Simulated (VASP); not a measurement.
# Ir (Fm-3m) in VASP: a series of runs

Ir is run at these levels: PBEsol; tasks: single point.

All numbers are computed with VASP 6.6.1; they aren't measurements. Logs are shortened: lines on timing, memory, paths and dates and some standing lists are left out, and cuts for length are marked.

### Step 1. The cell of the first run

The structure is cubic, space group Fm-3m (No. 225). The conventional cell has a = 3.761 Å, b = 3.761 Å, c = 3.761 Å, α = 90.00°, β = 90.00°, γ = 90.00°. Ir (site symmetry m-3m) has 12 Ir at 2.66 Å within 3.5 Å.

### Step 2. Single point, PBEsol (volume scaled by 0.94)

File INCAR:

```
PREC = Accurate ; ENCUT = 520
EDIFF = 1E-6 ; ISMEAR = -1
SIGMA = 0.05 ; LREAL = False
LASPH = True ; NELM = 100
ALGO = Normal ; ISIF = 2
LWAVE = False ; LCHARG = True
GGA = PS ; LELF = True
LVHAR = True ; NBANDS = 10
```

File KPOINTS:

```
Automatic mesh
0
Gamma
  18 18 18
```

File POSCAR:

```
Ir
1.0
    0.0000000000      1.8805114529      1.8805114529
    1.8805114529      0.0000000000      1.8805114529
    1.8805114529      1.8805114529      0.0000000000
Ir
1
Direct
    0.0000000000      0.0000000000      0.0000000000
```

Potentials or basis: VASP PAW PBE potentials, release 64 (Ir).

On the command line:

```console
cat potpaw_PBE.64/Ir/POTCAR > POTCAR
mpirun -np 1 vasp_std > vasp.out
```

OUTCAR:

```text
PREC = Accurate
   ENCUT = 520
   EDIFF = 1E-6
   ISMEAR = -1
   LREAL = False
   LASPH = True
   NELM = 100
   ISIF = 2
   GGA = PS

 ion  position               nearest neighbor table
   1  0.000  0.000  0.000-

  LATTYP: Found a face centered cubic cell.
 ALAT       =     3.7610229058

  Lattice vectors:

 A1 = (   0.0000000000,   1.8805114529,   1.8805114529)
 A2 = (   1.8805114529,   0.0000000000,   1.8805114529)
 A3 = (   1.8805114529,   1.8805114529,   0.0000000000)

Analysis of symmetry for initial positions (statically):
=====================================================================
 Subroutine PRICEL returns:
 Original cell was already a primitive cell.

 Routine SETGRP: Setting up the symmetry group for a
 face centered cubic supercell.

 Subroutine GETGRP returns: Found 48 space group operations
 (whereof 48 operations were pure point group operations)
 out of a pool of 48 trial point group operations.

The static configuration has the point symmetry O_h .

Analysis of symmetry for dynamics (positions and initial velocities):
=====================================================================
 Subroutine PRICEL returns:
 Original cell was already a primitive cell.

 Routine SETGRP: Setting up the symmetry group for a
 face centered cubic supercell.

 Subroutine GETGRP returns: Found 48 space group operations
 (whereof 48 operations were pure point group operations)
 out of a pool of 48 trial point group operations.

The dynamic configuration has the point symmetry O_h .

 Subroutine INISYM returns: Found 48 space group operations
 (whereof 48 operations are pure point group operations),
 and found     1 'primitive' translations

----------------------------------------------------------------------------------------

                                     Primitive cell

  volume of cell :      13.3002

  direct lattice vectors                    reciprocal lattice vectors
     0.000000000  1.880511453  1.880511453    -0.265885113  0.265885113  0.265885113
     1.880511453  0.000000000  1.880511453     0.265885113 -0.265885113  0.265885113
     1.880511453  1.880511453  0.000000000     0.265885113  0.265885113 -0.265885113

  length of vectors
     2.659444801  2.659444801  2.659444801     0.460526525  0.460526525  0.460526525

  position of ions in fractional coordinates (direct lattice)
     0.000000000  0.000000000  0.000000000

  ion indices of the primitive-cell ions
   primitive index   ion index
                 1           1

----------------------------------------------------------------------------------------

 KPOINTS: Automatic mesh

Automatic generation of k-mesh.
 Grid dimensions read from file:
 generate k-points for:   18   18   18

 Generating k-lattice:

  Cartesian coordinates                     Fractional coordinates (reciprocal lattice)
    -0.014771395  0.014771395  0.014771395     0.055555556  0.000000000  0.000000000
     0.014771395 -0.014771395  0.014771395     0.000000000  0.055555556  0.000000000
     0.014771395  0.014771395 -0.014771395     0.000000000  0.000000000  0.055555556

  Length of vectors
     0.025584807  0.025584807  0.025584807

  Shift w.r.t. Gamma in fractional coordinates (k-lattice)
     0.000000000  0.000000000  0.000000000

 Subroutine IBZKPT returns following result:
 ===========================================

 Found    195 irreducible k-points:

 Following reciprocal coordinates:
            Coordinates               Weight
  0.000000  0.000000  0.000000      1.000000
  0.055556  0.000000  0.000000      8.000000
  0.111111  0.000000  0.000000      8.000000
  0.166667  0.000000  0.000000      8.000000
  0.222222  0.000000  0.000000      8.000000
  0.277778  0.000000  0.000000      8.000000
[... 16 lines left out ...]
 -0.277778  0.055556  0.000000     24.000000
 -0.222222  0.055556  0.000000     24.000000
 [... further k-points ...]
   k-points           NKPTS =    195   k-points in BZ     NKDIM =    195   number of bands    NBANDS=     10
   number of dos      NEDOS =    301   number of ions     NIONS =      1
   total plane-waves  NPLWV =   8000
   dimension x,y,z NGX =    20 NGY =   20 NGZ =   20
   dimension x,y,z NGXF=    40 NGYF=   40 NGZF=   40
   ions per type =               1
   NGX,Y,Z   is equivalent  to a cutoff of  12.50, 12.50, 12.50 a.u.
   NGXF,Y,Z  is equivalent  to a cutoff of  25.00, 25.00, 25.00 a.u.
 SYSTEM =  unknown system
   PREC   = accura    normal or accurate (medium, high low for compatibility)
   ISTART =      0    job   : 0-new  1-cont  2-samecut
   ICHARG =      2    charge: 1-file 2-atom 10-const
   ISPIN  =      1    spin polarized calculation?
   LNONCOLLINEAR =      F non collinear calculations
   LSORBIT =      F    spin-orbit coupling
   LASPH  =      T    aspherical Exc in radial PAW
   ENCUT  =  520.0 eV  38.22 Ry    6.18 a.u.   4.94  4.94  4.94*2*pi/ulx,y,z
   NELM   =    100;   NELMIN=  2; NELMDL= -5     # of ELM steps
   EDIFF  = 0.1E-05   stopping-criterion for ELM
   LREAL  =      F    real-space projection
   EDIFFG = 0.1E-04   stopping-criterion for IOM
   NSW    =      0    number of steps for IOM
   IBRION =     -1    ionic relax: 0-MD 1-quasi-New 2-CG
   NFREE  =      0    steps in history (QN), initial steepest desc. (CG)
   ISIF   =      2    stress and relaxation
   ISYM   =      2    0-nonsym 1-usesym 2-fastsym
   POTIM  = 0.5000    time-step for ionic-motion
   TEBEG  =    0.0;   TEEND  =   0.0 temperature during run
   PSTRESS=    0.0 pullay stress
   NELECT =       9.0000    total number of electrons
   NUPDOWN=      -1.0000    fix difference up-down
   EMIN   =  10.00;   EMAX   =-10.00  energy-range for DOS
   EFERMI =   0.00;   METHOD = LEGACY
   ISMEAR =    -1;   SIGMA  =   0.05  broadening in eV -4-tet -1-fermi 0-gaus
   EFERMI_NEDOS =   21; number of points for ismear=-14 and -15
   IALGO  =     38    algorithm
   IMIX   =      4    mixing-type and parameters
     AMIX     =   0.40;   BMIX     =  1.00
     AMIX_MAG =   1.60;   BMIX_MAG =  1.00
  volume/ion in A,a.u.               =      13.30        89.75
  Fermi-wavevector in a.u.,A,eV,Ry     =   1.437263  2.716034 28.105908  2.065726
  Thomas-Fermi vector in A             =   2.556360
   LORBIT       =      0    0 simple, 1 ext, 2 COOP (PROOUT), +10 PAW based schemes
   GGA     = PS    functional components
   LHFCALC =     F    Hartree Fock is set to
   AEXX    =    0.0000 exact exchange contribution
   IVDW    =     0    specifies the selected vdW correction
   LEPSILON=     F    determine dielectric tensor
   LRPA    =     F    only Hartree local field effects (RPA)
 non-spin polarized calculation
  energy-cutoff  :      520.00
  volume of cell :       13.30
 maximum number of plane-waves:       369
   NGX =  9   NGY =  9   NGZ =  9

 number of electron       9.0000000 magnetization

 Free energy of the ion-electron system (eV)
  ---------------------------------------------------
  ext. energy  EPLUGINS =         0.00000000
  ---------------------------------------------------
  free energy    TOTEN  =        -9.76492784 eV

  energy without entropy =       -9.75758096  energy(sigma->0) =       -9.76125440

 E-fermi :  11.3979     XC(G=0): -14.4661

 val. band max:       11.3898821386   @ k =   0.5000   0.2222   0.1111
 cond. band min:      11.4158539644   @ k =   0.3333   0.1111   0.0556
 fundamental gap:      0.0259718258
 Fermi energy:        11.3978570268

 k-point     1 :       0.0000    0.0000    0.0000
  band No.  band energies     occupation
      1      -0.5189      2.00000
      2       7.0663      2.00000
      3       7.0663      2.00000
      4       7.0663      2.00000
      5      10.0608      2.00000
      6      10.0608      2.00000
      7      25.5313      0.00000
      8      31.4818      0.00000
      9      31.4818      0.00000
     10      31.4818      0.00000

 k-point     2 :       0.0556    0.0000    0.0000
  band No.  band energies     occupation
      1      -0.3716      2.00000
      2       6.9835      2.00000
      3       7.1321      2.00000
      4       7.1321      2.00000
      5      10.0155      2.00000
      6      10.0155      2.00000
      7      25.7947      0.00000
      8      30.7084      0.00000
      9      31.7310      0.00000
     10      31.7310      0.00000

 k-point     3 :       0.1111    0.0000    0.0000
  band No.  band energies     occupation
      1       0.0539      2.00000
      2       6.7719      2.00000
      3       7.3044      2.00000
      4       7.3044      2.00000
      5       9.9160      2.00000
      6       9.9160      2.00000
      7      26.5174      0.00000
      8      29.2233      0.00000
      9      32.4557      0.00000
     10      32.4557      0.00000

 k-point     4 :       0.1667    0.0000    0.0000
  band No.  band energies     occupation
      1       0.7012      2.00000
      2       6.5357      2.00000
      3       7.4980      2.00000
      4       7.4980      2.00000
      5       9.8735      2.00000
      6       9.8735      2.00000
      7      27.2373      0.00000
      8      27.9451      0.00000
      9      33.5916      0.00000
     10      33.5916      0.00000
[... 222 lines left out ...]
 k-point    22 :      -0.3333    0.0556    0.0000
  band No.  band energies     occupation
      1       2.6329      2.00000
      2       7.1645      2.00000
      3       7.3184      2.00000
      4       7.6555      2.00000
      5      10.9445      1.99977
      6      11.9514      0.00003
      7      22.5660      0.00000
      8      26.8281      0.00000
      9      32.8022      0.00000
     10      34.9205      0.00000

 k-point    23 :      -0.2778    0.0556    0.0000
  band No.  band energies     occupation
      1       2.3780      2.00000
      2       6.7379      2.00000
      3       7.4015      2.00000
      4       7.5194      2.00000
      5      10.2504      2.00000
      6      11.2747      1.84307
      7      24.2223      0.00000
      8      28.0254      0.00000
      9      33.9555      0.00000
     10      35.6693      0.00000

 k-point    24 :      -0.2222    0.0556    0.0000
  band No.  band energies     occupation
      1       1.8134      2.00000
      2       6.3411      2.00000
      3       7.5659      2.00000
      4       7.6662      2.00000
      5       9.7153      2.00000
      6      10.6766      2.00000
      7      25.7129      0.00000
      8      28.6730      0.00000
      9      34.0663      0.00000
     10      35.3371      0.00000

 [... further k-points ...]
[... 5 lines left out ...]
  --------------------------------------------------------------------------------------
  -------------------------------------------------------------------------------------
  Total        2.1446243      2.1446243      2.1446243      0.0000000     -0.0000000     -0.0000000
  in kB      258.3472584    258.3472584    258.3472584      0.0000000     -0.0000000     -0.0000000
  external PRESSURE =     258.3472584 kB  Pullay stress =       0.0000000 kB

 VOLUME and BASIS-vectors are now :
 -----------------------------------------------------------------------------
  energy-cutoff  :      520.00
  volume of cell :       13.30
      direct lattice vectors                 reciprocal lattice vectors
     0.000000000  1.880511453  1.880511453    -0.265885113  0.265885113  0.265885113
     1.880511453  0.000000000  1.880511453     0.265885113 -0.265885113  0.265885113
     1.880511453  1.880511453  0.000000000     0.265885113  0.265885113 -0.265885113

 POSITION                                       TOTAL-FORCE (eV/Angst)
 -----------------------------------------------------------------------------------
      0.00000      0.00000      0.00000        -0.000000      0.000000     -0.000000
 -----------------------------------------------------------------------------------
    total drift:                                0.000000     -0.000000     -0.000000

  FREE ENERGIE OF THE ION-ELECTRON SYSTEM (eV)
  ---------------------------------------------------
  free  energy   TOTEN  =        -9.7649278362 eV

  energy  without entropy=       -9.7575809617  energy(sigma->0) =       -9.76125440
```

It took 15 s on 1 thread of Intel Xeon Platinum 8488C (Sapphire Rapids), shared host; peak memory 0.15 GiB.

What came out:

```yaml
Free_energy: -9.7649 eV
Pressure: 25.8 GPa
```

Caveat: the PAW data sets were made with another functional, which shifts forces and pressure a little; spin-orbit coupling is left out, which moves the levels of the heavy elements.

### Step 3. Single point, PBEsol (volume scaled by 0.96)

File INCAR:

```
SYSTEM = Ir
PREC = Accurate ; ENCUT = 520
EDIFF = 1E-7 ; ISMEAR = -1
SIGMA = 0.05 ; LREAL = .False.
LASPH = .True. ; NELM = 60
ALGO = Normal ; ISIF = 2
LWAVE = .False. ; LCHARG = .False.
GGA = PS ; NBANDS = 10
```

File KPOINTS:

```
regular mesh
0
Gamma
  18 18 18
  0 0 0
```

File POSCAR:

```
Ir
1.0
    0.0000000000      1.8937549276      1.8937549276
    1.8937549276      0.0000000000      1.8937549276
    1.8937549276      1.8937549276      0.0000000000
Ir
1
Direct
    0.0000000000      0.0000000000      0.0000000000
```

Potentials or basis: VASP PAW PBE potentials, release 64 (Ir).

On the command line:

```console
cat potpaw_PBE.64/Ir/POTCAR > POTCAR
mpirun -np 1 vasp_std > vasp.out
```

It took 24 s on 1 thread of Intel Xeon Platinum 8488C (Sapphire Rapids), shared host; peak memory 0.15 GiB.

The run converged. Its results:

```yaml
Free_energy: -9.8014 eV
Pressure: 15.5 GPa
```

Levels at points of the mesh, in eV from the Fermi level:
```csv
k point,band 2,band 3,band 4,band 5,band 6,band 7
"(0.00, 0.00, 0.00)",-4.19,-4.19,-4.19,-1.30,-1.30,14.19
"(0.50, 0.00, 0.00)",-4.30,-4.30,-0.96,0.94,0.94,7.62
"(0.50, 0.50, 0.00)",-7.87,0.92,1.56,1.56,1.61,11.00
```

Caveat: the PAW data sets were made with another functional, which shifts forces and pressure a little; spin-orbit coupling is left out, which moves the levels of the heavy elements.

### Step 4. Single point, PBEsol (volume scaled by 0.98)

File INCAR:

```
SYSTEM = Ir
ALGO     = Normal         ! electronic algorithm
EDIFF    = 1E-7           ! SCF threshold, eV
ENCUT    = 520            ! plane-wave cutoff, eV
GGA      = PS             ! functional
ISIF     = 2              ! what is computed and relaxed
ISMEAR   = -1             ! smearing method
LASPH    = .True.         ! aspherical terms in the spheres
LCHARG   = .False.        ! write CHGCAR
LREAL    = .False.        ! projectors in reciprocal space
LWAVE    = .False.        ! write WAVECAR
NBANDS   = 10             ! bands
NELM     = 80             ! most SCF steps
PREC     = Accurate       ! precision mode
SIGMA    = 0.05           ! smearing width, eV
```

File KPOINTS:

```
k-points
0
Gamma
  18 18 18
  0 0 0
```

File POSCAR:

```
Ir
1.0
    0.0000000000      1.9068157192      1.9068157192
    1.9068157192      0.0000000000      1.9068157192
    1.9068157192      1.9068157192      0.0000000000
Ir
1
Direct
    0.0000000000      0.0000000000      0.0000000000
```

On the command line:

```console
cat potpaw_PBE.64/Ir/POTCAR > POTCAR
mpirun -np 1 vasp_std > vasp.out
```

Wall time 22 s (1 thread of Intel Xeon Platinum 8488C (Sapphire Rapids), shared host); peak memory 0.15 GiB.

It converged, with:

```
Free energy : -9.8206 eV
Pressure    : 6.4 GPa
```

Levels at points of the mesh, in eV from the Fermi level:
```tsv
k point	band 1	band 2	band 3	band 4	band 5	band 6	band 7	band 8
(0.00, 0.00, 0.00)	-11.45	-4.06	-4.06	-4.06	-1.26	-1.26	14.24	19.94
(0.50, 0.00, 0.00)	-8.39	-4.16	-4.16	-0.91	0.91	0.91	7.40	13.77
(0.50, 0.50, 0.00)	-8.22	-7.63	0.89	1.50	1.50	1.61	10.71	11.72
```

Caveat: the PAW data sets were made with another functional, which shifts forces and pressure a little; spin-orbit coupling is left out, which moves the levels of the heavy elements.

(Part 1 of 2 ends here.)
